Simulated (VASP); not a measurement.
# Li (P-3m1) in VASP: single point with PBEsol

Aim: the single point of Li with PBEsol.

Everything below comes from runs of VASP 6.6.1. Logs are shortened: lines on timing, memory, paths and dates and some standing lists are left out, and cuts for length are marked.

## Step 1: The cell of the first run

It takes space group P-3m1 (No. 164, trigonal). Conventional cell: a = 3.136 Å, b = 3.136 Å, c = 10.117 Å, α = 90.00°, β = 90.00°, γ = 120.00°. Li (site symmetry 3m) has 9 Li at 3.10 to 3.14 Å within 4.1 Å.

## Step 2: Single point, PBEsol

Contents of INCAR:

```
SYSTEM = Li
PREC = Accurate ; ENCUT = 520
EDIFF = 1E-6 ; ISMEAR = -1
SIGMA = 0.15 ; LREAL = .False.
LASPH = .True. ; NELM = 80
ALGO = Normal ; ISIF = 2
LWAVE = .False. ; LCHARG = .False.
GGA = PS ; NBANDS = 10
```

Contents of KPOINTS:

```
regular mesh
0
Gamma
  8 8 3
  0 0 0
```

Contents of POSCAR:

```
Li
1.0
    3.1362200000      0.0000000000      0.0000000000
   -1.5681100000      2.7160460000      0.0000000000
    0.0000000000      0.0000000000     10.1172250000
Li
2
Direct
    0.6666666667      0.3333333333      0.6243860000
    0.3333333333      0.6666666667      0.3756140000
```

Potentials or basis: VASP PAW PBE potentials, release 64 (Li_sv).

Run with:

```
$ cat potpaw_PBE.64/Li_sv/POTCAR > POTCAR
$ mpirun -np 1 vasp_std > vasp.out
```

OUTCAR:

```text
SYSTEM = Li
   PREC = Accurate
   ENCUT = 520
   EDIFF = 1E-6
   ISMEAR = -1
   LREAL = .False.
   LASPH = .True.
   NELM = 80
   ISIF = 2
   GGA = PS

 ion  position               nearest neighbor table
   1  0.667  0.333  0.624-
   2  0.333  0.667  0.376-

  LATTYP: Found a hexagonal cell.
 ALAT       =     3.1362200000
 C/A-ratio  =     3.2259296223

  Lattice vectors:

 A1 = (   3.1362200000,   0.0000000000,   0.0000000000)
 A2 = (  -1.5681100000,   2.7160460000,   0.0000000000)
 A3 = (   0.0000000000,   0.0000000000,  10.1172250000)

Analysis of symmetry for initial positions (statically):
=====================================================================
 Subroutine PRICEL returns:
 Original cell was already a primitive cell.

 Routine SETGRP: Setting up the symmetry group for a
 hexagonal supercell.

 Subroutine GETGRP returns: Found 12 space group operations
 (whereof 12 operations were pure point group operations)
 out of a pool of 24 trial point group operations.

The static configuration has the point symmetry D_3d.

Analysis of symmetry for dynamics (positions and initial velocities):
=====================================================================
 Subroutine PRICEL returns:
 Original cell was already a primitive cell.

 Routine SETGRP: Setting up the symmetry group for a
 hexagonal supercell.

 Subroutine GETGRP returns: Found 12 space group operations
 (whereof 12 operations were pure point group operations)
 out of a pool of 24 trial point group operations.

The dynamic configuration has the point symmetry D_3d.

 Subroutine INISYM returns: Found 12 space group operations
 (whereof 12 operations are pure point group operations),
 and found     1 'primitive' translations

----------------------------------------------------------------------------------------

                                     Primitive cell

  volume of cell :      86.1797

  direct lattice vectors                    reciprocal lattice vectors
     3.136220000  0.000000000  0.000000000     0.318855182  0.184091138  0.000000000
    -1.568110000  2.716046000  0.000000000     0.000000000  0.368182277  0.000000000
     0.000000000  0.000000000 10.117225000     0.000000000  0.000000000  0.098841332

  length of vectors
     3.136220000  3.136219834 10.117225000     0.368182257  0.368182277  0.098841332

  position of ions in fractional coordinates (direct lattice)
     0.666666667  0.333333333  0.624386000
     0.333333333  0.666666667  0.375614000

  ion indices of the primitive-cell ions
   primitive index   ion index
                 1           1
                 2           2

----------------------------------------------------------------------------------------

 KPOINTS: regular mesh

Automatic generation of k-mesh.
 Grid dimensions read from file:
 generate k-points for:    8    8    3

 Generating k-lattice:

  Cartesian coordinates                     Fractional coordinates (reciprocal lattice)
     0.039856898  0.023011392  0.000000000     0.125000000  0.000000000  0.000000000
     0.000000000  0.046022785  0.000000000     0.000000000  0.125000000  0.000000000
     0.000000000  0.000000000  0.032947111     0.000000000  0.000000000  0.333333333

  Length of vectors
     0.046022782  0.046022785  0.032947111

  Shift w.r.t. Gamma in fractional coordinates (k-lattice)
     0.000000000  0.000000000  0.000000000

 Subroutine IBZKPT returns following result:
 ===========================================

 Found     25 irreducible k-points:

 Following reciprocal coordinates:
            Coordinates               Weight
  0.000000  0.000000  0.000000      1.000000
  0.125000 -0.000000  0.000000      6.000000
  0.250000 -0.000000  0.000000      6.000000
  0.375000 -0.000000  0.000000      6.000000
  0.500000 -0.000000  0.000000      3.000000
  0.125000  0.125000  0.000000      6.000000
[... 16 lines left out ...]
 -0.125000  0.500000  0.333333     12.000000
  0.250000  0.250000  0.333333     12.000000
   k-points           NKPTS =     25   k-points in BZ     NKDIM =     25   number of bands    NBANDS=     10
   number of dos      NEDOS =    301   number of ions     NIONS =      2
   total plane-waves  NPLWV =  46080
   dimension x,y,z NGX =    24 NGY =   24 NGZ =   80
   dimension x,y,z NGXF=    48 NGYF=   48 NGZF=  160
   ions per type =               2
   NGX,Y,Z   is equivalent  to a cutoff of  12.72, 12.72, 13.15 a.u.
   NGXF,Y,Z  is equivalent  to a cutoff of  25.44, 25.44, 26.29 a.u.
 SYSTEM =  Li
   PREC   = accura    normal or accurate (medium, high low for compatibility)
   ISTART =      0    job   : 0-new  1-cont  2-samecut
   ICHARG =      2    charge: 1-file 2-atom 10-const
   ISPIN  =      1    spin polarized calculation?
   LNONCOLLINEAR =      F non collinear calculations
   LSORBIT =      F    spin-orbit coupling
   LASPH  =      T    aspherical Exc in radial PAW
   ENCUT  =  520.0 eV  38.22 Ry    6.18 a.u.   5.83  5.83 18.81*2*pi/ulx,y,z
   NELM   =     80;   NELMIN=  2; NELMDL= -5     # of ELM steps
   EDIFF  = 0.1E-05   stopping-criterion for ELM
   LREAL  =      F    real-space projection
   EDIFFG = 0.1E-04   stopping-criterion for IOM
   NSW    =      0    number of steps for IOM
   IBRION =     -1    ionic relax: 0-MD 1-quasi-New 2-CG
   NFREE  =      0    steps in history (QN), initial steepest desc. (CG)
   ISIF   =      2    stress and relaxation
   ISYM   =      2    0-nonsym 1-usesym 2-fastsym
   POTIM  = 0.5000    time-step for ionic-motion
   TEBEG  =    0.0;   TEEND  =   0.0 temperature during run
   PSTRESS=    0.0 pullay stress
   NELECT =       6.0000    total number of electrons
   NUPDOWN=      -1.0000    fix difference up-down
   EMIN   =  10.00;   EMAX   =-10.00  energy-range for DOS
   EFERMI =   0.00;   METHOD = LEGACY
   ISMEAR =    -1;   SIGMA  =   0.15  broadening in eV -4-tet -1-fermi 0-gaus
   EFERMI_NEDOS =   21; number of points for ismear=-14 and -15
   IALGO  =     38    algorithm
   IMIX   =      4    mixing-type and parameters
     AMIX     =   0.40;   BMIX     =  1.00
     AMIX_MAG =   1.60;   BMIX_MAG =  1.00
  volume/ion in A,a.u.               =      43.09       290.78
  Fermi-wavevector in a.u.,A,eV,Ry     =   0.673478  1.272689  6.171234  0.453573
  Thomas-Fermi vector in A             =   1.749910
   LORBIT       =      0    0 simple, 1 ext, 2 COOP (PROOUT), +10 PAW based schemes
   GGA     = PS    functional components
   LHFCALC =     F    Hartree Fock is set to
   AEXX    =    0.0000 exact exchange contribution
   IVDW    =     0    specifies the selected vdW correction
   LEPSILON=     F    determine dielectric tensor
   LRPA    =     F    only Hartree local field effects (RPA)
 non-spin polarized calculation
  energy-cutoff  :      520.00
  volume of cell :       86.18
 maximum number of plane-waves:      2336
 NGX is ok and might be reduce to    24
   NGX = 11   NGY = 11   NGZ = 37

 number of electron       6.0000000 magnetization

 Free energy of the ion-electron system (eV)
  ---------------------------------------------------
  ext. energy  EPLUGINS =         0.00000000
  ---------------------------------------------------
  free energy    TOTEN  =        -3.41389677 eV

  energy without entropy =       -3.31490340  energy(sigma->0) =       -3.36440009

 E-fermi :  -1.2156     XC(G=0):  -4.6769

 val. band max:       -1.3089500210   @ k =   0.2500  -0.0000   0.0000
 cond. band min:      -1.1768941924   @ k =   0.3750   0.1250   0.0000
 fundamental gap:      0.1320558286
 Fermi energy:        -1.2156424823

 k-point     1 :       0.0000    0.0000    0.0000
  band No.  band energies     occupation
      1     -47.6482      2.00000
      2     -47.6403      2.00000
      3      -4.2031      2.00000
      4      -2.2743      1.99828
      5      -1.0695      0.54797
      6       2.6708      0.00000
      7       3.3098      0.00000
      8       8.9201      0.00000
      9       9.8572      0.00000
     10      10.8966      0.00000

 k-point     2 :       0.1250   -0.0000    0.0000
  band No.  band energies     occupation
      1     -47.6465      2.00000
      2     -47.6392      2.00000
      3      -3.9615      2.00000
      4      -2.0271      1.99109
      5      -0.7549      0.08857
      6       2.9718      0.00000
      7       3.5042      0.00000
      8       8.7987      0.00000
      9       9.2025      0.00000
     10       9.7699      0.00000

 k-point     3 :       0.2500   -0.0000    0.0000
  band No.  band energies     occupation
      1     -47.6425      2.00000
      2     -47.6367      2.00000
      3      -3.2398      2.00000
      4      -1.3090      1.30137
      5       0.1865      0.00017
      6       3.8156      0.00000
      7       3.9537      0.00000
      8       6.1127      0.00000
      9       7.6743      0.00000
     10       8.4266      0.00000

 k-point     4 :       0.3750   -0.0000    0.0000
  band No.  band energies     occupation
      1     -47.6383      2.00000
      2     -47.6345      2.00000
      3      -2.0711      1.99335
      4      -0.3052      0.00461
      5       1.7348      0.00000
      6       2.8152      0.00000
      7       4.5476      0.00000
      8       5.4778      0.00000
      9       6.1615      0.00000
     10       6.8913      0.00000

 k-point     5 :       0.5000   -0.0000    0.0000
  band No.  band energies     occupation
      1     -47.6363      2.00000
      2     -47.6338      2.00000
      3      -0.9215      0.24673
      4      -0.2112      0.00247
      5       2.3901      0.00000
      6       2.8746      0.00000
      7       3.6612      0.00000
      8       4.3438      0.00000
      9       7.1621      0.00000
     10       7.2672      0.00000

 k-point     6 :       0.1250    0.1250    0.0000
  band No.  band energies     occupation
      1     -47.6437      2.00000
      2     -47.6374      2.00000
      3      -3.4787      2.00000
      4      -1.5415      1.79553
      5      -0.1268      0.00141
      6       3.5682      0.00000
      7       3.8600      0.00000
      8       7.1619      0.00000
      9       7.7062      0.00000
     10       9.0554      0.00000
[... 183 lines left out ...]
 k-point    21 :      -0.1250    0.3750    0.3333
  band No.  band energies     occupation
      1     -47.6396      2.00000
      2     -47.6351      2.00000
      3      -2.5167      1.99966
      4      -0.6794      0.05450
      5       1.3362      0.00000
      6       3.2442      0.00000
      7       4.6569      0.00000
      8       5.7215      0.00000
      9       6.0543      0.00000
     10       7.8388      0.00000

 k-point    22 :       0.3750    0.1250    0.3333
  band No.  band energies     occupation
      1     -47.6363      2.00000
      2     -47.6337      2.00000
      3      -1.1737      0.86125
      4       0.1520      0.00022
      5       2.2453      0.00000
      6       3.1483      0.00000
      7       3.5707      0.00000
      8       5.0802      0.00000
      9       5.7774      0.00000
     10       6.4415      0.00000

 k-point    23 :      -0.1250    0.5000    0.3333
  band No.  band energies     occupation
      1     -47.6363      2.00000
      2     -47.6337      2.00000
      3      -1.1741      0.86257
      4       0.1534      0.00022
      5       2.2551      0.00000
      6       3.1391      0.00000
      7       3.5255      0.00000
      8       5.2177      0.00000
      9       5.7736      0.00000
     10       6.3410      0.00000

 k-point    24 :       0.2500    0.2500    0.3333
  band No.  band energies     occupation
      1     -47.6363      2.00000
      2     -47.6337      2.00000
      3      -1.3272      1.35569
      4       0.3703      0.00005
      5       2.6177      0.00000
      6       3.0379      0.00000
      7       3.5098      0.00000
      8       4.5952      0.00000
      9       6.1987      0.00000
     10       6.4832      0.00000

 [... further k-points ...]

------------------------ aborting loop because EDIFF is reached ----------------------------------------

  FORCE on cell =-STRESS in cart. coord.  units (eV):
  Direction    XX          YY          ZZ          XY          YZ          ZX
  --------------------------------------------------------------------------------------
  -------------------------------------------------------------------------------------
  Total       -0.0984932     -0.0984931     -0.3901456      0.0000000      0.0000000      0.0000000
  in kB       -1.8310980     -1.8310978     -7.2532427      0.0000000      0.0000000      0.0000000
  external PRESSURE =      -3.6384795 kB  Pullay stress =       0.0000000 kB

 VOLUME and BASIS-vectors are now :
 -----------------------------------------------------------------------------
  energy-cutoff  :      520.00
  volume of cell :       86.18
      direct lattice vectors                 reciprocal lattice vectors
     3.136220000  0.000000000  0.000000000     0.318855182  0.184091138  0.000000000
    -1.568110000  2.716046000  0.000000000     0.000000000  0.368182277  0.000000000
     0.000000000  0.000000000 10.117225000     0.000000000  0.000000000  0.098841332

 POSITION                                       TOTAL-FORCE (eV/Angst)
 -----------------------------------------------------------------------------------
      1.56811      0.90535      6.31705         0.000000      0.000000     -0.130960
     -0.00000      1.81070      3.80017        -0.000000      0.000000      0.130960
 -----------------------------------------------------------------------------------
    total drift:                                0.000000      0.000000     -0.000000

  FREE ENERGIE OF THE ION-ELECTRON SYSTEM (eV)
  ---------------------------------------------------
  free  energy   TOTEN  =        -3.4138967719 eV

  energy  without entropy=       -3.3149034044  energy(sigma->0) =       -3.36440009
```

Wall time 8.6 s (1 thread of Intel Xeon 6975P-C (Granite Rapids), shared host); peak memory 0.18 GiB.

What came out:

| Property | Result |
| --- | --- |
| Free energy | -3.4139 eV |
| Largest force | 0.131 eV/Å |
| Band gap on the k mesh | zero (band 3 reaches -0.01 eV, above the bottom of band 4 at -2.36 eV) |

Forces in eV/Å, atoms in the order of the input:
```
Li   0.000  0.000 -0.131
Li   0.000  0.000  0.131
```

Levels at points of the mesh, in eV from the Fermi level:
| k point | band 1 | band 2 | band 3 | band 4 | band 5 | band 6 |
| --- | --- | --- | --- | --- | --- | --- |
| (0.00, 0.00, 0.00) | -46.43 | -46.42 | -2.99 | -1.06 | 0.15 | 3.89 |
| (0.50, 0.00, 0.00) | -46.42 | -46.42 | 0.29 | 1.00 | 3.61 | 4.09 |

Caveat: the cutoff is under 1.25 times the usual one of these potentials, so pressure, stress and relaxed cells hold a basis-set (Pulay) error; the PAW data sets were made with another functional, which shifts forces and pressure a little.
